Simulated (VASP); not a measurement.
# AgCl (Cmcm) in VASP: notebook

Runs on AgCl. Level: PBE. Tasks: single point.

All numbers are computed with VASP 6.6.1; they aren't measurements. Logs are shortened: lines on timing, memory, paths and dates and some standing lists are left out, and cuts for length are marked.

## Step 1: The cell of the first run

It takes space group Cmcm (No. 63, orthorhombic). Conventional cell: a = 3.742 Å, b = 11.113 Å, c = 3.846 Å, α = 90.00°, β = 90.00°, γ = 90.00°. Within 3.6 Å of Ag (site symmetry m2m) lie 7 Cl at 2.70 to 3.24 Å and 2 Ag at 3.00 Å. Within 3.6 Å of Cl (site symmetry m2m) lie 7 Ag at 2.70 to 3.24 Å and 2 Cl at 3.56 Å.

## Step 2: Single point, PBE (zz strain of -2 %)

Contents of INCAR:

```
SYSTEM = AgCl
PREC = Accurate
ENCUT = 520
EDIFF = 1E-6
ISMEAR = -1
SIGMA = 0.03
LREAL = .FALSE.
LASPH = .TRUE.
NELM = 80
ALGO = Normal
ISIF = 2
LWAVE = .FALSE.
LCHARG = .FALSE.
GGA = PE
NBANDS = 26
```

Contents of KPOINTS:

```
Automatic mesh
0
G
  9 9 8
  0 0 0
```

Contents of POSCAR:

```
AgCl
1.0
    1.8709097030     -5.5565952358      0.0000000000
    1.8709097030      5.5565952358      0.0000000000
    0.0000000000      0.0000000000      3.8455566030
Ag Cl
2 2
Direct
    0.3965554000      0.6034446000      0.7500000000
    0.6034446000      0.3965554000      0.2500000000
    0.8654487300      0.1345512700      0.2500000000
    0.1345512700      0.8654487300      0.7500000000
```

Potentials or basis: VASP PAW PBE potentials, release 64 (Ag, Cl).

Launch:

```bash
$ cat potpaw_PBE.64/Ag/POTCAR potpaw_PBE.64/Cl/POTCAR > POTCAR
$ mpirun -np 1 vasp_std > vasp.out
```

OUTCAR:

```text
SYSTEM = AgCl
   PREC = Accurate
   ENCUT = 520
   EDIFF = 1E-6
   ISMEAR = -1
   LREAL = .FALSE.
   LASPH = .TRUE.
   NELM = 80
   ISIF = 2
   GGA = PE

 ion  position               nearest neighbor table
   1  0.397  0.603  0.750-   3 2.70   3 2.70   3 2.70   3 2.70   4 2.91   2 3.00   2 3.00
   2  0.603  0.397  0.250-   4 2.70   4 2.70   4 2.70   4 2.70   3 2.91   1 3.00   1 3.00
   3  0.865  0.135  0.250-   1 2.70   1 2.70   1 2.70   1 2.70   2 2.91
   4  0.135  0.865  0.750-   2 2.70   2 2.70   2 2.70   2 2.70   1 2.91

  LATTYP: Found a base centered orthorhombic cell.
 ALAT       =     3.7418194060
 B/A-ratio  =     2.9699964819
 C/A-ratio  =     1.0277237316

  Lattice vectors:

 A1 = (   1.8709097030,  -5.5565952358,   0.0000000000)
 A2 = (   1.8709097030,   5.5565952358,   0.0000000000)
 A3 = (   0.0000000000,   0.0000000000,   3.8455566030)

Analysis of symmetry for initial positions (statically):
=====================================================================
 Subroutine PRICEL returns:
 Original cell was already a primitive cell.

 Routine SETGRP: Setting up the symmetry group for a
 base centered orthorhombic supercell.

 Subroutine GETGRP returns: Found  8 space group operations
 (whereof  4 operations were pure point group operations)
 out of a pool of  8 trial point group operations.

The static configuration has the point symmetry C_2h.
 The point group associated with its full space group is D_2h.

Analysis of symmetry for dynamics (positions and initial velocities):
=====================================================================
 Subroutine PRICEL returns:
 Original cell was already a primitive cell.

 Routine SETGRP: Setting up the symmetry group for a
 base centered orthorhombic supercell.

 Subroutine GETGRP returns: Found  8 space group operations
 (whereof  4 operations were pure point group operations)
 out of a pool of  8 trial point group operations.

The dynamic configuration has the point symmetry C_2h.
 The point group associated with its full space group is D_2h.

 Subroutine INISYM returns: Found  8 space group operations
 (whereof  4 operations are pure point group operations),
 and found     1 'primitive' translations

----------------------------------------------------------------------------------------

                                     Primitive cell

  volume of cell :      79.9560

  direct lattice vectors                    reciprocal lattice vectors
     1.870909703 -5.556595236  0.000000000     0.267249670 -0.089983160  0.000000000
     1.870909703  5.556595236  0.000000000     0.267249670  0.089983160  0.000000000
     0.000000000  0.000000000  3.845556603     0.000000000  0.000000000  0.260040380

  length of vectors
     5.863109562  5.863109562  3.845556603     0.281991764  0.281991764  0.260040380

  position of ions in fractional coordinates (direct lattice)
     0.396555400  0.603444600  0.750000000
     0.603444600  0.396555400  0.250000000
     0.865448730  0.134551270  0.250000000
     0.134551270  0.865448730  0.750000000

  ion indices of the primitive-cell ions
   primitive index   ion index
                 1           1
                 2           2
                 3           3
                 4           4

----------------------------------------------------------------------------------------

 KPOINTS: Automatic mesh

Automatic generation of k-mesh.
 Grid dimensions read from file:
 generate k-points for:    9    9    8

 Generating k-lattice:

  Cartesian coordinates                     Fractional coordinates (reciprocal lattice)
     0.029694408 -0.009998129  0.000000000     0.111111111  0.000000000  0.000000000
     0.029694408  0.009998129  0.000000000     0.000000000  0.111111111  0.000000000
     0.000000000  0.000000000  0.032505047     0.000000000  0.000000000  0.125000000

  Length of vectors
     0.031332418  0.031332418  0.032505047

  Shift w.r.t. Gamma in fractional coordinates (k-lattice)
     0.000000000  0.000000000  0.000000000

 Subroutine IBZKPT returns following result:
 ===========================================

 Found    125 irreducible k-points:

 Following reciprocal coordinates:
            Coordinates               Weight
  0.000000  0.000000  0.000000      1.000000
  0.111111 -0.000000  0.000000      4.000000
  0.222222 -0.000000  0.000000      4.000000
  0.333333  0.000000  0.000000      4.000000
  0.444444 -0.000000  0.000000      4.000000
  0.111111  0.111111  0.000000      2.000000
[... 16 lines left out ...]
 -0.333333  0.333333  0.000000      2.000000
  0.444444  0.444444  0.000000      2.000000
 [... further k-points ...]
   k-points           NKPTS =    125   k-points in BZ     NKDIM =    125   number of bands    NBANDS=     26
   number of dos      NEDOS =    301   number of ions     NIONS =      4
   total plane-waves  NPLWV =  69120
   dimension x,y,z NGX =    48 NGY =   48 NGZ =   30
   dimension x,y,z NGXF=    96 NGYF=   96 NGZF=   60
   ions per type =               2   2
   NGX,Y,Z   is equivalent  to a cutoff of  13.61, 13.61, 12.97 a.u.
   NGXF,Y,Z  is equivalent  to a cutoff of  27.22, 27.22, 25.94 a.u.
 SYSTEM =  AgCl
   PREC   = accura    normal or accurate (medium, high low for compatibility)
   ISTART =      0    job   : 0-new  1-cont  2-samecut
   ICHARG =      2    charge: 1-file 2-atom 10-const
   ISPIN  =      1    spin polarized calculation?
   LNONCOLLINEAR =      F non collinear calculations
   LSORBIT =      F    spin-orbit coupling
   LASPH  =      T    aspherical Exc in radial PAW
   ENCUT  =  520.0 eV  38.22 Ry    6.18 a.u.  10.90 10.90  7.15*2*pi/ulx,y,z
   NELM   =     80;   NELMIN=  2; NELMDL= -5     # of ELM steps
   EDIFF  = 0.1E-05   stopping-criterion for ELM
   LREAL  =      F    real-space projection
   EDIFFG = 0.1E-04   stopping-criterion for IOM
   NSW    =      0    number of steps for IOM
   IBRION =     -1    ionic relax: 0-MD 1-quasi-New 2-CG
   NFREE  =      0    steps in history (QN), initial steepest desc. (CG)
   ISIF   =      2    stress and relaxation
   ISYM   =      2    0-nonsym 1-usesym 2-fastsym
   POTIM  = 0.5000    time-step for ionic-motion
   TEBEG  =    0.0;   TEEND  =   0.0 temperature during run
   PSTRESS=    0.0 pullay stress
   NELECT =      36.0000    total number of electrons
   NUPDOWN=      -1.0000    fix difference up-down
   EMIN   =  10.00;   EMAX   =-10.00  energy-range for DOS
   EFERMI =   0.00;   METHOD = LEGACY
   ISMEAR =    -1;   SIGMA  =   0.03  broadening in eV -4-tet -1-fermi 0-gaus
   EFERMI_NEDOS =   21; number of points for ismear=-14 and -15
   IALGO  =     38    algorithm
   IMIX   =      4    mixing-type and parameters
     AMIX     =   0.40;   BMIX     =  1.00
     AMIX_MAG =   1.60;   BMIX_MAG =  1.00
  volume/ion in A,a.u.               =      19.99       134.89
  Fermi-wavevector in a.u.,A,eV,Ry     =   1.254754  2.371142 21.421130  1.574409
  Thomas-Fermi vector in A             =   2.388544
   LORBIT       =      0    0 simple, 1 ext, 2 COOP (PROOUT), +10 PAW based schemes
   GGA     = PE    functional components
   LHFCALC =     F    Hartree Fock is set to
   AEXX    =    0.0000 exact exchange contribution
   IVDW    =     0    specifies the selected vdW correction
   LEPSILON=     F    determine dielectric tensor
   LRPA    =     F    only Hartree local field effects (RPA)
 non-spin polarized calculation
  energy-cutoff  :      520.00
  volume of cell :       79.96
 maximum number of plane-waves:      2172
 NGX is ok and might be reduce to    48
   NGX = 21   NGY = 21   NGZ = 15

 number of electron      36.0000002 magnetization

 Free energy of the ion-electron system (eV)
  ---------------------------------------------------
  ext. energy  EPLUGINS =         0.00000000
  ---------------------------------------------------
  free energy    TOTEN  =       -10.62292880 eV

  energy without entropy =      -10.62292671  energy(sigma->0) =      -10.62292775

 E-fermi :   4.8017     XC(G=0): -10.3571

 val. band max:        4.5246245574   @ k =   0.2222   0.2222   0.0000
 cond. band min:       5.0036957327   @ k =   0.0000   0.0000   0.0000
 fundamental gap:      0.4790711753
 Fermi energy:         4.8017332571

 k-point     1 :       0.0000    0.0000    0.0000
  band No.  band energies     occupation
      1     -10.7969      2.00000
      2     -10.1678      2.00000
      3      -0.1596      2.00000
      4       0.9940      2.00000
      5       1.1248      2.00000
      6       1.2707      2.00000
[... 18 lines left out ...]
     25      14.7933      0.00000
     26      15.7045      0.00000

 k-point     2 :       0.1111   -0.0000    0.0000
  band No.  band energies     occupation
      1     -10.7517      2.00000
      2     -10.1538      2.00000
      3      -0.1562      2.00000
      4       0.6223      2.00000
      5       0.7567      2.00000
      6       0.9774      2.00000
[... 18 lines left out ...]
     25      15.2811      0.00000
     26      15.4258      0.00000

 k-point     3 :       0.2222   -0.0000    0.0000
  band No.  band energies     occupation
      1     -10.6302      2.00000
      2     -10.1212      2.00000
      3      -0.1489      2.00000
      4      -0.0363      2.00000
      5       0.2267      2.00000
      6       0.3380      2.00000
[... 18 lines left out ...]
     25      14.9935      0.00000
     26      15.7035      0.00000

 k-point     4 :       0.3333    0.0000    0.0000
  band No.  band energies     occupation
      1     -10.4744      2.00000
      2     -10.0938      2.00000
      3      -0.6620      2.00000
      4      -0.4449      2.00000
      5      -0.0577      2.00000
      6       0.0270      2.00000
[... 18 lines left out ...]
     25      14.3436      0.00000
     26      15.7738      0.00000
[... 496 lines left out ...]
      1     -10.5610      2.00000
      2     -10.3509      2.00000
      3       0.0553      2.00000
      4       0.3525      2.00000
      5       0.9262      2.00000
      6       1.0553      2.00000
[... 18 lines left out ...]
     25      14.7379      0.00000
     26      15.9824      0.00000

 k-point    23 :      -0.3333    0.3333    0.0000
  band No.  band energies     occupation
      1     -10.6442      2.00000
      2     -10.3270      2.00000
      3      -0.0010      2.00000
      4       0.7863      2.00000
      5       1.1314      2.00000
      6       1.2925      2.00000
[... 18 lines left out ...]
     25      15.0103      0.00000
     26      15.4179      0.00000

 k-point    24 :       0.4444    0.4444    0.0000
  band No.  band energies     occupation
      1     -10.4728      2.00000
      2     -10.4400      2.00000
      3       0.1747      2.00000
      4       0.2199      2.00000
      5       0.9938      2.00000
      6       1.0249      2.00000
[... 18 lines left out ...]
     25      14.9026      0.00000
     26      15.9406      0.00000

 [... further k-points ...]
[... 5 lines left out ...]
  --------------------------------------------------------------------------------------
  -------------------------------------------------------------------------------------
  Total        1.4429095      1.2832616      1.5841973      0.0000000      0.0000000      0.0000000
  in kB       28.9133805     25.7143162     31.7445421      0.0000000      0.0000000      0.0000000
  external PRESSURE =      28.7907463 kB  Pullay stress =       0.0000000 kB

 VOLUME and BASIS-vectors are now :
 -----------------------------------------------------------------------------
  energy-cutoff  :      520.00
  volume of cell :       79.96
      direct lattice vectors                 reciprocal lattice vectors
     1.870909703 -5.556595236  0.000000000     0.267249670 -0.089983160  0.000000000
     1.870909703  5.556595236  0.000000000     0.267249670  0.089983160  0.000000000
     0.000000000  0.000000000  3.845556603     0.000000000  0.000000000  0.260040380

 POSITION                                       TOTAL-FORCE (eV/Angst)
 -----------------------------------------------------------------------------------
      1.87091      1.14960      2.88417         0.000000      0.006850      0.000000
      1.87091     -1.14960      0.96139         0.000000     -0.006850     -0.000000
      1.87091     -4.06130      0.96139         0.000000      0.030091      0.000000
      1.87091      4.06130      2.88417         0.000000     -0.030091     -0.000000
 -----------------------------------------------------------------------------------
    total drift:                                0.000000     -0.000000      0.000000

  FREE ENERGIE OF THE ION-ELECTRON SYSTEM (eV)
  ---------------------------------------------------
  free  energy   TOTEN  =       -10.6229287986 eV

  energy  without entropy=      -10.6229267079  energy(sigma->0) =      -10.62292775
```

It took 1.8 min on 1 thread of Intel Xeon 6975P-C (Granite Rapids), shared host; peak memory 0.39 GiB.

Results:

```yaml
Free_energy: -10.6229 eV
Pressure: 2.9 GPa
Largest_force: 0.030 eV/Å
Band_gap_on_the_k_mesh: 0.48 eV, indirect (least direct gap 2.04 eV)
```

Forces in eV/Å, atoms in the order of the input:
```
Ag   0.000  0.007  0.000
Ag   0.000 -0.007  0.000
Cl   0.000  0.030  0.000
Cl   0.000 -0.030  0.000
```

Stress tensor (GPa, compression positive):
```
2.89 0.00 0.00
0.00 2.57 0.00
0.00 0.00 3.17
```

Levels at points of the mesh, in eV from the valence-band top:
| k point | band 14 | band 15 | band 16 | band 17 | band 18 | band 19 | band 20 | band 21 | band 22 | band 23 |
| --- | --- | --- | --- | --- | --- | --- | --- | --- | --- | --- |
| (0.00, 0.00, 0.00) | -2.43 | -2.31 | -1.84 | -1.71 | -1.57 | 0.48 | 3.16 | 7.70 | 8.39 | 10.01 |
| (0.00, 0.00, 0.50) | -2.40 | -1.32 | -1.32 | -0.06 | -0.06 | 4.41 | 4.41 | 6.75 | 6.75 | 8.13 |

Caveat: the cell differs from its parent crystal (zz strain of -2 %). A k mesh can miss the band edges.

## Step 3: Single point, PBE (zz strain of +1 %)

Contents of INCAR:

```
SYSTEM = AgCl
ALGO = Normal
EDIFF = 1E-7
ENCUT = 520
GGA = PE
ISIF = 2
ISMEAR = -1
LASPH = .TRUE.
LCHARG = .TRUE.
LELF = .TRUE.
LREAL = .FALSE.
LVHAR = .TRUE.
LWAVE = .FALSE.
NBANDS = 26
NELM = 100
PREC = Accurate
SIGMA = 0.03
```

Contents of KPOINTS:

```
k-points
0
G
  9 9 8
  0 0 0
```

Changes to POSCAR since step 2:

```diff
@@ -4,3 +4,3 @@
     1.8709097030      5.5565952358      0.0000000000
-    0.0000000000      0.0000000000      3.8455566030
+    0.0000000000      0.0000000000      3.9632777235
 Ag Cl
```

Potentials or basis: VASP PAW PBE potentials, release 64 (Ag, Cl).

Launch:

```bash
$ cat potpaw_PBE.64/Ag/POTCAR potpaw_PBE.64/Cl/POTCAR > POTCAR
$ mpirun -np 1 vasp_std > vasp.out
```

Wall time 2.2 min (1 thread of Intel Xeon 6975P-C (Granite Rapids), shared host); peak memory 0.39 GiB.

It converged, with:

```
Free energy            : -10.6533 eV
Pressure               : 0.9 GPa
Largest force          : 0.018 eV/Å
Band gap on the k mesh : 0.49 eV, indirect (least direct gap 1.92 eV)
```

Forces in eV/Å, atoms in the order of the input:
```
Ag   0.000  0.018  0.000
Ag   0.000 -0.018  0.000
Cl   0.000 -0.009  0.000
Cl   0.000  0.009  0.000
```

Stress tensor (GPa, compression positive):
```
0.89 0.00 0.00
0.00 1.23 0.00
0.00 0.00 0.72
```

Levels at points of the mesh, in eV from the valence-band top:
```
           k point  band 16  band 17  band 18  band 19  band 20  band 21
(0.00, 0.00, 0.00)    -1.74    -1.61    -1.43     0.49     3.15     7.76
(0.00, 0.00, 0.50)    -1.26    -0.10    -0.10     4.36     4.36     6.83
```

Caveat: the cell differs from its parent crystal (zz strain of +1 %). A k mesh can miss the band edges.

## Step 4: Single point, PBE (zz strain of +3 %)

Contents of INCAR:

```
SYSTEM = AgCl
PREC = Accurate
ENCUT = 520
EDIFF = 1E-7
ISMEAR = -1
SIGMA = 0.03
LREAL = .FALSE.
LASPH = .TRUE.
NELM = 100
ALGO = Normal
ISIF = 2
LWAVE = .FALSE.
LCHARG = .FALSE.
GGA = PE
NBANDS = 26
```

Contents of KPOINTS:

```
regular mesh
0
G
  9 9 8
  0 0 0
```

Changes to POSCAR since step 3:

```diff
@@ -4,3 +4,3 @@
     1.8709097030      5.5565952358      0.0000000000
-    0.0000000000      0.0000000000      3.9632777235
+    0.0000000000      0.0000000000      4.0417584705
 Ag Cl
```

Launch:

```bash
$ cat potpaw_PBE.64/Ag/POTCAR potpaw_PBE.64/Cl/POTCAR > POTCAR
$ mpirun -np 1 vasp_std > vasp.out
```

Wall time 1.9 min (1 thread of Intel Xeon 6975P-C (Granite Rapids), shared host); peak memory 0.39 GiB.

Results (log left out):

```yaml
Free_energy: -10.6543 eV
Pressure: -0.1 GPa
Largest_force: 0.032 eV/Å
Band_gap_on_the_k_mesh: 0.50 eV, indirect (least direct gap 1.84 eV)
```

Forces in eV/Å, atoms in the order of the input:
```
Ag   0.000  0.025  0.000
Ag   0.000 -0.025  0.000
Cl   0.000 -0.032  0.000
Cl   0.000  0.032  0.000
```

Stress tensor (GPa, compression positive):
```
-0.17  0.00  0.00
 0.00  0.40  0.00
 0.00  0.00 -0.64
```

Levels at points of the mesh, in eV from the valence-band top:
```csv
k point,band 15,band 16,band 17,band 18,band 19,band 20,band 21,band 22
"(0.00, 0.00, 0.00)",-2.00,-1.66,-1.55,-1.33,0.50,3.15,7.80,8.50
"(0.00, 0.00, 0.50)",-1.21,-1.21,-0.12,-0.12,4.32,4.32,6.88,6.88
```

Caveat: the cell differs from its parent crystal (zz strain of +3 %).

## Step 5: Overview

| cell | gap on the mesh (eV) | pressure (GPa) | largest force (eV/Å) |
| --- | --- | --- | --- |
| a = 5.863, b = 5.863, c = 3.846 Å, angles 90.0, 90.0, 142.8°, 4 atoms | 0.48 | 2.9 | 0.03 |
| a = 5.863, b = 5.863, c = 3.963 Å, angles 90.0, 90.0, 142.8°, 4 atoms | 0.49 | 0.9 | 0.02 |
| a = 5.863, b = 5.863, c = 4.042 Å, angles 90.0, 90.0, 142.8°, 4 atoms | 0.50 | -0.1 | 0.03 |

Alike in all rows: task single point; level PBE; potentials or basis VASP PAW PBE potentials, release 64 (Ag, Cl); no spin polarisation; k mesh 9 × 9 × 8; cutoff (eV) 520; smearing fermi-dirac 0.03 eV.

Absolute energies hang on the potentials; compare differences alone.
